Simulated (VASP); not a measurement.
Input of a VASP 6.6.1 run:

Contents of INCAR:

```
SYSTEM = AsAu
  PREC = Accurate
  ENCUT = 540
  EDIFF = 1E-7
  ISMEAR = 0
  SIGMA = 0.1
  LREAL = .False.
  LASPH = .True.
  NELM = 120
  ALGO = Normal
  ISIF = 3
  LWAVE = .False.
  LCHARG = .False.
  GGA = PE
  IBRION = 2
  NSW = 90
  EDIFFG = -0.04
  GGA_COMPAT = .False.
  NELMIN = 4
```

Contents of KPOINTS:

```
Automatic mesh
0
Gamma
  4 4 4
  0 0 0
```

POSCAR

```
AsAu
1.0
    5.2500712079      0.0000000000      0.0000000000
    0.0000000000      5.2500712079      0.0000000000
    0.0000000000      0.0000000000      5.2500712079
As Au
4 4
Direct
    0.1340000000      0.1340000000      0.1340000000
    0.3660000000      0.8660000000      0.6340000000
    0.6340000000      0.3660000000      0.8660000000
    0.8660000000      0.6340000000      0.3660000000
    0.8445000000      0.8445000000      0.8445000000
    0.6555000000      0.1555000000      0.3445000000
    0.3445000000      0.6555000000      0.1555000000
    0.1555000000      0.3445000000      0.6555000000
```

Potentials or basis: VASP PAW PBE potentials, release 64 (As_d, Au_sv_GW).

Command:

```console
$ cat potpaw_PBE.64/As_d/POTCAR potpaw_PBE.64/Au_sv_GW/POTCAR > POTCAR
$ mpirun -np 1 vasp_std > vasp.out
```

(1) Estimate the band gap on the k mesh.

(2) Predict the relaxed cell.

Results:

(1) zero (bands 68 and 69 overlap by 0.23 eV).

(2) a = 5.382 Å, b = 5.382 Å, c = 5.382 Å, α = 90.00°, β = 90.00°, γ = 90.00°.

Caveat: spin-orbit coupling is left out, which moves the levels of the heavy elements.
